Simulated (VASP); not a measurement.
Wanted: the native input for a VASP 6.6.1 run.

| Property | Result |
| --- | --- |
| Task | single point |
| Functional | PBE |
| Potentials or basis | VASP PAW PBE potentials, release 64 (Al) |
| Cutoff | 520 eV |
| k mesh | 14 × 14 × 4 |
| Occupations | fermi-dirac, width 0.08 eV |
| Spin | no spin polarisation |
| Dipole correction | no |
| Further INCAR settings | ALGO = Normal; EDIFF = 1e-07; NBANDS = 14 |

The structure of Al lies in POSCAR:

```
Al
1.0
    2.8404580116      0.0000000000      0.0000000000
   -1.4202290058      2.4599087964      0.0000000000
    0.0000000000      0.0000000000      9.4741743259
Al
4
Direct
    0.0000000000      0.0000000000      0.0000000000
    0.0000000000      0.0000000000      0.5000000000
    0.3333333333      0.6666666667      0.2500000000
    0.6666666667      0.3333333333      0.7500000000
```

One way to write it, as run:

INCAR

```
PREC = Accurate
ENCUT = 520
EDIFF = 1E-7
ISMEAR = -1
SIGMA = 0.08
LREAL = F
LASPH = T
NELM = 80
ALGO = Normal
ISIF = 2
LWAVE = F
LCHARG = F
GGA = PE
NBANDS = 14
```

KPOINTS

```
Automatic mesh
0
Gamma
  14 14 4
```

Potentials or basis: VASP PAW PBE potentials, release 64 (Al).

Run with:

```bash
$ cat potpaw_PBE.64/Al/POTCAR > POTCAR
$ mpirun -np 1 vasp_std > vasp.out
```

Results of the run:

```
Pressure               : 0.0 GPa
Band gap on the k mesh : zero (band 6 reaches 11.58 eV, above the bottom of band 7 at 6.20 eV)
```

Run time: 22 s on 1 thread of Intel(R) Xeon(R) 6975P-C (Granite Rapids) (shared host), peak memory 0.2 GiB.
